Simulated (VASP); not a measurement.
A run of VASP 6.6.1 is set up as follows.

Contents of POSCAR:

```
SnTe
1.0
    0.0000000000      3.1508500000      3.1508500000
    3.1508500000      0.0000000000      3.1508500000
    3.1508500000      3.1508500000      0.0000000000
Te Sn
1 1
Direct
    0.5000000000      0.5000000000      0.5000000000
    0.0000000000      0.0000000000      0.0000000000
```

Contents of INCAR.step1:

```
PREC     = Accurate       # precision mode
ENCUT    = 520            # plane-wave cutoff, eV
ISMEAR   = -1             # smearing method
SIGMA    = 0.05           # smearing width, eV
LREAL    = False          # projectors in reciprocal space
LASPH    = True           # aspherical terms in the spheres
NELM     = 80             # most SCF steps
NBANDS   = 17             # bands
GGA      = PE             # functional
ALGO     = Normal         # electronic algorithm
EDIFF    = 1E-4           # SCF threshold, eV
LWAVE    = True           # write WAVECAR
LCHARG   = False          # write CHGCAR
```

Contents of INCAR.step2:

```
PREC     = Accurate       # precision mode
ENCUT    = 520            # plane-wave cutoff, eV
EDIFF    = 1E-6           # SCF threshold, eV
ISMEAR   = -1             # smearing method
SIGMA    = 0.05           # smearing width, eV
LREAL    = False          # projectors in reciprocal space
LASPH    = True           # aspherical terms in the spheres
NELM     = 80             # most SCF steps
ALGO     = Normal         # electronic algorithm
ISIF     = 2              # what is computed and relaxed
LWAVE    = False          # write WAVECAR
LCHARG   = True           # write CHGCAR
METAGGA  = R2SCAN         # meta-GGA
LMIXTAU  = True         
LUSE_VDW = True         
IVDW_NL  = 2            
BPARAM   = 11.95        
CPARAM   = 0.0093       
LELF     = True           # ELF
LVHAR    = True         
NBANDS   = 17             # bands
ISTART   = 1
```

File KPOINTS:

```
regular mesh
0
Gamma
  7 7 7
```

Potentials or basis: VASP PAW PBE potentials, release 64 (Te, Sn_d).

Launch:

```sh
$ cat potpaw_PBE.64/Te/POTCAR potpaw_PBE.64/Sn_d/POTCAR > POTCAR
$ cp INCAR.step1 INCAR
$ mpirun -np 1 vasp_std > vasp.out
$ cp INCAR.step2 INCAR
$ mpirun -np 1 vasp_std > vasp.out
```

Problem. Predict the pressure.

Solution. 0.8 GPa.

Caveat: the PAW data sets were made with another functional, which shifts forces and pressure a little.
